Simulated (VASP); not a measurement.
Input of a VASP 6.6.1 run:

File INCAR:

```
SYSTEM = Pt
PREC = Accurate ; ENCUT = 520
EDIFF = 1E-7 ; ISMEAR = 0
SIGMA = 0.15 ; LREAL = .False.
LASPH = .True. ; NELM = 80
ALGO = Fast ; ISIF = 2
LWAVE = .False. ; LCHARG = .True.
GGA = PS ; LELF = .True.
LVHAR = .True. ; NBANDS = 11
```

Contents of KPOINTS:

```
Automatic mesh
0
Gamma
  26 26 26
  0 0 0
```

The input POSCAR:

```
Pt
1.0
   -1.5604706012      1.5604706012      1.5838776602
    1.5604706012     -1.5604706012      1.5838776602
    1.5604706012      1.5604706012     -1.5838776602
Pt
1
Direct
    0.0000000000      0.0000000000      0.0000000000
```

Potentials or basis: VASP PAW PBE potentials, release 64 (Pt).

Launch:

```sh
$ cat potpaw_PBE.64/Pt/POTCAR > POTCAR
$ mpirun -np 1 vasp_std > vasp.out
```

Q: Estimate the band gap on the k mesh.

A: Zero (band 5 reaches 11.54 eV, above the bottom of band 6 at 9.31 eV).

Q: Predict the pressure.

A: -4.2 GPa.

Stress tensor (GPa, compression positive):
```
-4.69  0.00  0.00
 0.00 -4.69  0.00
 0.00  0.00 -3.26
```

Caveat: the cell differs from its parent crystal (strain +0.000 along x and y, +0.015 along z); the PAW data sets were made with another functional, which shifts forces and pressure a little; spin-orbit coupling is left out, which moves the levels of the heavy elements.
